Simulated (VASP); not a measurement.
Wanted: the native input for a VASP 6.6.1 run.

```yaml
Task: single point
Functional: PBEsol
Potentials_or_basis: VASP PAW PBE potentials, release 64 (Ge_d)
Cutoff: 520 eV
k_mesh: 12 × 12 × 8
Occupations: gaussian, width 0.15 eV
Spin: no spin polarisation
Dipole_correction: no
Further_INCAR_settings: ALGO = Normal; EDIFF = 1e-06; NBANDS = 36
```

The structure of Ge lies in POSCAR:

```
Ge
1.0
    3.9969678642      0.0000000000      0.0000000000
   -1.9984839321      3.4614757085      0.0000000000
    0.0000000000      0.0000000000      6.5963651330
Ge
4
Direct
    0.6666666667      0.3333333333      0.0325921280
    0.3333333333      0.6666666667      0.5629118565
    0.6666666667      0.3333333333      0.4370881435
    0.3333333333      0.6666666667      0.9370881435
```

This cell differs from its parent crystal: atom 1 (Ge) moved by (+0.000, -0.200) A along x and z.

One way to write it, as run:

INCAR

```
PREC     = Accurate       # precision mode
ENCUT    = 520            # plane-wave cutoff, eV
EDIFF    = 1E-6           # SCF threshold, eV
ISMEAR   = 0              # smearing method
SIGMA    = 0.15           # smearing width, eV
LREAL    = False          # projectors in reciprocal space
LASPH    = True           # aspherical terms in the spheres
NELM     = 60             # most SCF steps
ALGO     = Normal         # electronic algorithm
ISIF     = 2              # what is computed and relaxed
LWAVE    = False          # write WAVECAR
LCHARG   = False          # write CHGCAR
GGA      = PS             # functional
NBANDS   = 36             # bands
```

KPOINTS

```
Automatic mesh
0
Gamma
  12 12 8
```

Potentials or basis: VASP PAW PBE potentials, release 64 (Ge_d).

Run with:

```bash
$ cat potpaw_PBE.64/Ge_d/POTCAR > POTCAR
$ mpirun -np 1 vasp_std > vasp.out
```

Results of the run:

| Quantity | Value |
| --- | --- |
| Pressure | 0.6 GPa |
| Largest force | 1.830 eV/Å |
| Band gap on the k mesh | zero (bands 28 and 29 overlap by 0.45 eV) |

Caveat: the cell differs from its parent crystal (atom 1 (Ge) moved by (+0.000, -0.200) A along x and z); semilocal functionals underestimate gaps, so a narrow gap can read as zero; the PAW data sets were made with another functional, which shifts forces and pressure a little.

Wall time 8.4 min on 1 thread of Intel(R) Xeon(R) Platinum 8488C (Sapphire Rapids) (shared host), peak memory 0.41 GiB.
